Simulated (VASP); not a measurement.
Write the native input for VASP 6.6.1 that does the following.

| Item | Value |
| --- | --- |
| Task | single point |
| Functional | r2SCAN |
| Potentials or basis | VASP PAW PBE potentials, release 64 (Ba_sv, S) |
| Cutoff | 520 eV |
| k mesh | 6 × 6 × 4 |
| Occupations | gaussian, width 0.01 eV |
| Spin | no spin polarisation |
| Dipole correction | no |
| Further INCAR settings | ALGO = Normal; EDIFF = 1e-06; NBANDS = 24 |

Crystal: BaS.

```
Ba S
1.0
     5.38186    0.00000    0.00000
    -2.69093    4.66082    0.00000
     0.00000    0.00000    6.56652
Ba S
2 2
Cartesian
  0.0000 3.1072 -0.4104
  2.6909 1.5536 2.8729
  0.0000 3.1072 2.8729
  2.6909 1.5536 6.1561
```

This cell differs from its parent crystal: uniaxial z strain +2.9%.

One way to write it, as run:

POSCAR

```
BaS
1.0
    5.3818560826      0.0000000000      0.0000000000
   -2.6909280413      4.6608240870      0.0000000000
    0.0000000000      0.0000000000      6.5665248728
Ba S
2 2
Direct
    0.3333333333      0.6666666667     -0.0625000000
    0.6666666667      0.3333333333      0.4375000000
    0.3333333333      0.6666666667      0.4375000000
    0.6666666667      0.3333333333      0.9375000000
```

INCAR.step1

```
PREC     = Accurate       # precision mode
ENCUT    = 520            # plane-wave cutoff, eV
ISMEAR   = 0              # smearing method
SIGMA    = 0.01           # smearing width, eV
LREAL    = F              # projectors in reciprocal space
LASPH    = T              # aspherical terms in the spheres
NELM     = 100            # most SCF steps
NBANDS   = 24             # bands
GGA      = PE             # functional
ALGO     = Normal         # electronic algorithm
EDIFF    = 1E-4           # SCF threshold, eV
LWAVE    = T              # write WAVECAR
LCHARG   = F              # write CHGCAR
```

INCAR.step2

```
PREC     = Accurate       # precision mode
ENCUT    = 520            # plane-wave cutoff, eV
EDIFF    = 1E-6           # SCF threshold, eV
ISMEAR   = 0              # smearing method
SIGMA    = 0.01           # smearing width, eV
LREAL    = F              # projectors in reciprocal space
LASPH    = T              # aspherical terms in the spheres
NELM     = 100            # most SCF steps
ALGO     = Normal         # electronic algorithm
ISIF     = 2              # what is computed and relaxed
LWAVE    = F              # write WAVECAR
LCHARG   = T              # write CHGCAR
METAGGA  = R2SCAN         # meta-GGA
LMIXTAU  = T            
LELF     = T              # ELF
LVHAR    = T            
NBANDS   = 24             # bands
ISTART   = 1
```

KPOINTS

```
regular mesh
0
Gamma
  6 6 4
```

Potentials or basis: VASP PAW PBE potentials, release 64 (Ba_sv, S).

Launch:

```bash
$ cat potpaw_PBE.64/Ba_sv/POTCAR potpaw_PBE.64/S/POTCAR > POTCAR
$ cp INCAR.step1 INCAR
$ mpirun -np 1 vasp_std > vasp.out
$ cp INCAR.step2 INCAR
$ mpirun -np 1 vasp_std > vasp.out
```

Results of the run:

```
Pressure               : -0.6 GPa
Band gap on the k mesh : 2.89 eV, indirect (least direct gap 2.97 eV)
```

Caveat: the cell differs from its parent crystal (uniaxial z strain +2.9%); the PAW data sets were made with another functional, which shifts forces and pressure a little; spin-orbit coupling is left out, which moves the levels of the heavy elements.

Wall time 4.3 min on 1 thread of Intel(R) Xeon(R) Platinum 8259CL CPU @ 2.50GHz (Skylake/Cascade Lake), on a shared host, peak memory 0.33 GiB.
